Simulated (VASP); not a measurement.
# Y (Fm-3m) in VASP: settings compared, part 2 of 2

VASP 6.6.1.

## 4. Single point, r2SCAN (functional r2SCAN, strained)

POSCAR reads:

```
Y
1.0
    0.0000000000      2.3988450500      2.3988450500
    2.3988450500      0.0000000000      2.3988450500
    2.3988450500      2.3988450500      0.0000000000
Y
1
Direct
    0.0000000000      0.0000000000      0.0000000000
```

INCAR.step1 reads:

```
SYSTEM = Y
PREC = Accurate
ENCUT = 520
ISMEAR = 0
SIGMA = 0.1
LREAL = .FALSE.
LASPH = .TRUE.
NELM = 60
NBANDS = 12
GGA = PE
ALGO = Normal
EDIFF = 1E-4
LWAVE = .TRUE.
LCHARG = .FALSE.
```

INCAR.step2 reads:

```
SYSTEM = Y
PREC = Accurate
ENCUT = 520
EDIFF = 1E-6
ISMEAR = 0
SIGMA = 0.1
LREAL = .FALSE.
LASPH = .TRUE.
NELM = 60
ALGO = Normal
ISIF = 2
LWAVE = .FALSE.
LCHARG = .TRUE.
METAGGA = R2SCAN
LMIXTAU = .TRUE.
LELF = .TRUE.
LVHAR = .TRUE.
NBANDS = 12
ISTART = 1
```

KPOINTS reads:

```
regular mesh
0
G
  14 14 14
  0 0 0
```

Potentials or basis: VASP PAW PBE potentials, release 64 (Y_sv).

Command:

```console
$ cat potpaw_PBE.64/Y_sv/POTCAR > POTCAR
$ cp INCAR.step1 INCAR
$ mpirun -np 1 vasp_std > vasp.out
$ cp INCAR.step2 INCAR
$ mpirun -np 1 vasp_std > vasp.out
```

OUTCAR:

```text
SYSTEM = Y
   PREC = Accurate
   ENCUT = 520
   EDIFF = 1E-6
   ISMEAR = 0
   LREAL = .FALSE.
   LASPH = .TRUE.
   NELM = 60
   ISIF = 2
   METAGGA = R2SCAN
   ISTART = 1

 ion  position               nearest neighbor table
   1  0.000  0.000  0.000-

  LATTYP: Found a face centered cubic cell.
 ALAT       =     4.7976901000

  Lattice vectors:

 A1 = (   0.0000000000,   2.3988450500,   2.3988450500)
 A2 = (   2.3988450500,   0.0000000000,   2.3988450500)
 A3 = (   2.3988450500,   2.3988450500,   0.0000000000)

Analysis of symmetry for initial positions (statically):
=====================================================================
 Subroutine PRICEL returns:
 Original cell was already a primitive cell.

 Routine SETGRP: Setting up the symmetry group for a
 face centered cubic supercell.

 Subroutine GETGRP returns: Found 48 space group operations
 (whereof 48 operations were pure point group operations)
 out of a pool of 48 trial point group operations.

The static configuration has the point symmetry O_h .

[... 159 lines left out ...]
 E-fermi :   4.0011     XC(G=0): -10.8344

 val. band max:        3.9944866148   @ k =  -0.4286   0.2143   0.0714
 cond. band min:       4.0249245606   @ k =  -0.3571   0.4286   0.2143
 fundamental gap:      0.0304379458
 Fermi energy:         4.0011382481

 k-point     1 :       0.0000    0.0000    0.0000
  band No.  band energies     occupation
      1     -39.8032      2.00000
      2     -18.6715      2.00000
      3     -18.6715      2.00000
      4     -18.6715      2.00000
      5      -1.1761      2.00000
      6       6.2152      0.00000
      7       6.2152      0.00000
      8       6.2152      0.00000
      9       8.7987      0.00000
     10       8.7987      0.00000
     11      13.7422      0.00000
     12      17.8581      0.00000
[... 331 lines left out ...]
 k-point    24 :       0.2857    0.1429    0.0000
  band No.  band energies     occupation
      1     -39.7189      2.00000
      2     -19.1890      2.00000
      3     -18.8035      2.00000
      4     -18.7943      2.00000
      5       0.7910      2.00000
      6       4.4748      0.00000
      7       6.1521      0.00000
      8       7.0062      0.00000
      9       7.9939      0.00000
     10       9.5191      0.00000
     11      15.5994      0.00000
     12      17.8214      0.00000

 [... further k-points ...]
[... 5 lines left out ...]
  --------------------------------------------------------------------------------------
  -------------------------------------------------------------------------------------
  Total        1.5949576      1.5949576      1.5949576      0.0000000      0.0000000      0.0000000
  in kB       92.5599563     92.5599563     92.5599563      0.0000000      0.0000000      0.0000000
  external PRESSURE =      92.5599563 kB  Pullay stress =       0.0000000 kB

 VOLUME and BASIS-vectors are now :
 -----------------------------------------------------------------------------
  energy-cutoff  :      520.00
  volume of cell :       27.61
      direct lattice vectors                 reciprocal lattice vectors
     0.000000000  2.398845050  2.398845050    -0.208433638  0.208433638  0.208433638
     2.398845050  0.000000000  2.398845050     0.208433638 -0.208433638  0.208433638
     2.398845050  2.398845050  0.000000000     0.208433638  0.208433638 -0.208433638

 POSITION                                       TOTAL-FORCE (eV/Angst)
 -----------------------------------------------------------------------------------
      0.00000      0.00000      0.00000         0.000000     -0.000000      0.000000
 -----------------------------------------------------------------------------------
    total drift:                               -0.000000     -0.000000     -0.000000

  FREE ENERGIE OF THE ION-ELECTRON SYSTEM (eV)
  ---------------------------------------------------
  free  energy   TOTEN  =       -20.0824242432 eV

  energy  without entropy=      -20.0751774993  energy(sigma->0) =      -20.07880087
```

OSZICAR.step1:

```text
N       E                     dE             d eps       ncg     rms          rms(c)
DAV:   1     0.255576990697E+02    0.25558E+02   -0.56445E+03  2504   0.844E+02
DAV:   2    -0.513988045104E+01   -0.30698E+02   -0.29705E+02  2976   0.168E+02
DAV:   3    -0.639802384217E+01   -0.12581E+01   -0.12427E+01  3488   0.226E+01
DAV:   4    -0.642645798428E+01   -0.28434E-01   -0.28411E-01  2840   0.324E+00
DAV:   5    -0.642698187685E+01   -0.52389E-03   -0.52387E-03  3180   0.338E-01    0.243E+01
DAV:   6    -0.631282171347E+01    0.11416E+00   -0.17269E-01  2736   0.283E+00    0.148E+01
DAV:   7    -0.630847125371E+01    0.43505E-02   -0.25300E-01  3052   0.345E+00    0.132E+00
DAV:   8    -0.630505732832E+01    0.34139E-02   -0.30854E-02  2804   0.140E+00    0.259E-01
DAV:   9    -0.630494336912E+01    0.11396E-03   -0.69281E-04  3004   0.211E-01    0.670E-02
DAV:  10    -0.630493935076E+01    0.40184E-05   -0.59071E-05  1684   0.733E-02
   1 F= -.63049394E+01 E0= -.63014615E+01  d E =-.695561E-02
```

It took 2 min on 1 thread of AMD EPYC 9R45 (Zen 5), shared host; peak memory 0.18 GiB.

Results:

* Free energy: -20.0824 eV
* Pressure: 9.3 GPa

Caveat: the cell differs from its parent crystal (functional r2SCAN, strained); the PAW data sets were made with another functional, which shifts forces and pressure a little.

## 5. Single point, PBE

This run uses another cell than the first one, of 32.45 Å³/atom, 1.011 times its volume.

INCAR reads:

```
SYSTEM = Y
PREC = Accurate ; ENCUT = 520
EDIFF = 1E-6 ; ISMEAR = 0
SIGMA = 0.1 ; LREAL = .False.
LASPH = .True. ; NELM = 100
ALGO = Normal ; ISIF = 2
LWAVE = .False. ; LCHARG = .True.
GGA = PE ; LELF = .True.
LVHAR = .True. ; NBANDS = 12
```

KPOINTS reads:

```
regular mesh
0
Gamma
  14 14 14
  0 0 0
```

POSCAR reads:

```
Y
1.0
    0.0000000000      2.5315776660      2.5315776660
    2.5315776660      0.0000000000      2.5315776660
    2.5315776660      2.5315776660      0.0000000000
Y
1
Direct
    0.0000000000      0.0000000000      0.0000000000
```

Potentials or basis: VASP PAW PBE potentials, release 64 (Y_sv).

Command:

```console
$ cat potpaw_PBE.64/Y_sv/POTCAR > POTCAR
$ mpirun -np 1 vasp_std > vasp.out
```

OUTCAR:

```text
SYSTEM = Y
   PREC = Accurate
   ENCUT = 520
   EDIFF = 1E-6
   ISMEAR = 0
   LREAL = .False.
   LASPH = .True.
   NELM = 100
   ISIF = 2
   GGA = PE

 ion  position               nearest neighbor table
   1  0.000  0.000  0.000-

  LATTYP: Found a face centered cubic cell.
 ALAT       =     5.0631553320

  Lattice vectors:

[... 529 lines left out ...]
  band No.  band energies     occupation
      1     -39.5223      2.00000
      2     -19.5464      2.00000
      3     -19.3342      2.00000
      4     -19.3285      2.00000
      5      -0.0028      2.00000
      6       3.5631      0.00000
      7       4.9080      0.00000
      8       5.5382      0.00000
      9       6.3232      0.00000
     10       7.5129      0.00000
     11      13.1958      0.00000
     12      14.9902      0.00000

 [... further k-points ...]
[... 5 lines left out ...]
  --------------------------------------------------------------------------------------
  -------------------------------------------------------------------------------------
  Total       -0.0276760     -0.0276760     -0.0276760     -0.0000000     -0.0000000      0.0000000
  in kB       -1.3665028     -1.3665028     -1.3665028     -0.0000000     -0.0000000      0.0000000
  external PRESSURE =      -1.3665028 kB  Pullay stress =       0.0000000 kB

 VOLUME and BASIS-vectors are now :
 -----------------------------------------------------------------------------
  energy-cutoff  :      520.00
  volume of cell :       32.45
      direct lattice vectors                 reciprocal lattice vectors
     0.000000000  2.531577666  2.531577666    -0.197505297  0.197505297  0.197505297
     2.531577666  0.000000000  2.531577666     0.197505297 -0.197505297  0.197505297
     2.531577666  2.531577666  0.000000000     0.197505297  0.197505297 -0.197505297

 POSITION                                       TOTAL-FORCE (eV/Angst)
 -----------------------------------------------------------------------------------
      0.00000      0.00000      0.00000         0.000000      0.000000      0.000000
 -----------------------------------------------------------------------------------
    total drift:                               -0.000000     -0.000000     -0.000000

  FREE ENERGIE OF THE ION-ELECTRON SYSTEM (eV)
  ---------------------------------------------------
  free  energy   TOTEN  =        -6.4110764834 eV

  energy  without entropy=       -6.4024667843  energy(sigma->0) =       -6.40677163
```

Wall time 50 s (1 thread of AMD EPYC 7R43 (Zen 3), shared host); peak memory 0.16 GiB.

Results:

```
Free energy : -6.4111 eV
Pressure    : -0.1 GPa
```

## 6. Relaxation of cell and atoms, PBE

This run uses another cell than the first one, of 30.69 Å³/atom, 0.956 times its volume.

INCAR reads:

```
SYSTEM = Y
ALGO     = Normal         ! electronic algorithm
EDIFF    = 1E-7           ! SCF threshold, eV
EDIFFG   = -0.005         ! ionic threshold
ENCUT    = 600            ! plane-wave cutoff, eV
GGA      = PE             ! functional
IBRION   = 2              ! ionic algorithm
ISIF     = 3              ! what is computed and relaxed
ISMEAR   = 0              ! smearing method
LASPH    = .True.         ! aspherical terms in the spheres
LCHARG   = .False.        ! write CHGCAR
LREAL    = .False.        ! projectors in reciprocal space
LWAVE    = .False.        ! write WAVECAR
NELM     = 100            ! most SCF steps
NSW      = 100            ! ionic steps
PREC     = Accurate       ! precision mode
SIGMA    = 0.1            ! smearing width, eV
```

KPOINTS reads:

```
k-points
0
Gamma
  14 14 14
  0 0 0
```

POSCAR reads:

```
Y
1.0
    0.0000000000      2.4850000000      2.4850000000
    2.4850000000      0.0000000000      2.4850000000
    2.4850000000      2.4850000000      0.0000000000
Y
1
Direct
    0.0000000000      0.0000000000      0.0000000000
```

Potentials or basis: VASP PAW PBE potentials, release 64 (Y_sv).

Command:

```console
$ cat potpaw_PBE.64/Y_sv/POTCAR > POTCAR
$ mpirun -np 1 vasp_std > vasp.out
```

Wall time 1.8 min (1 thread of AMD EPYC 7R43 (Zen 3), shared host); peak memory 0.17 GiB.

It converged, with:

```yaml
Free_energy: -6.4110 eV
Relaxed_volume: 32.35 Å³/atom
Relaxed_cell: a = 3.577 Å, b = 3.577 Å, c = 3.577 Å, α = 60.00°, β = 60.00°, γ = 60.00°
Space_group_after_relaxing_to_0.05_Å: Fm-3m (No. 225)
Energy_gained_by_relaxing: 11.3 meV/atom
Ionic_steps: 3
Pressure_after_relaxing: 0.0 GPa
```

The path:
```
step  energy change (eV)  largest force (eV/Å)  pressure (GPa)  volume (Å³)
   1              0.0000                0.0000            2.25        30.69
   2             -0.0110                0.0000           -0.34        32.64
   3             -0.0113                0.0000            0.01        32.35
```

Final structure:
```xyz
1
Lattice="0.0000 2.5291 2.5291 2.5291 0.0000 2.5291 2.5291 2.5291 0.0000" Properties=species:S:1:pos:R:3 pbc="T T T"
Y     0.0000    0.0000    0.0000
```

Levels at points of the mesh, in eV from the Fermi level:
```tsv
k point	band 1	band 2	band 3	band 4	band 5	band 6	band 7	band 8	band 9
(0.00, 0.00, 0.00)	-42.68	-22.37	-22.37	-22.37	-4.78	1.78	1.78	1.78	3.80
(0.50, 0.00, 0.00)	-42.61	-22.95	-22.45	-22.45	-1.99	0.62	1.61	1.61	5.26
(0.50, 0.50, 0.00)	-42.59	-22.91	-22.58	-22.58	-1.77	-0.89	2.09	5.27	5.68
```

## 7. Overview

```csv
task,level,cell,cutoff (eV),gap on the mesh (eV),pressure (GPa)
single point,PBE,"a = 3.567 Å, angles 60.0°, 1 atom",520,none,0.3
single point,PBE,"a = 3.583 Å, angles 60.0°, 1 atom",520,none,-0.2
single point,r2SCAN,"a = 3.392 Å, angles 60.0°, 1 atom",520,none,9.3
single point,PBE,"a = 3.580 Å, angles 60.0°, 1 atom",520,none,-0.1
relaxation of cell and atoms,PBE,"relaxed from a = 3.514 Å, angles 60.0°, 1 atom",600,none,0.0
```

Alike in all rows: potentials or basis VASP PAW PBE potentials, release 64 (Y_sv); no spin polarisation; k mesh 14 × 14 × 14; smearing gaussian 0.1 eV.

Caveats: the PAW data sets were made with another functional, which shifts forces and pressure a little (some runs).

Total energies depend on the potentials used, so only differences within one code and one set of settings carry meaning.
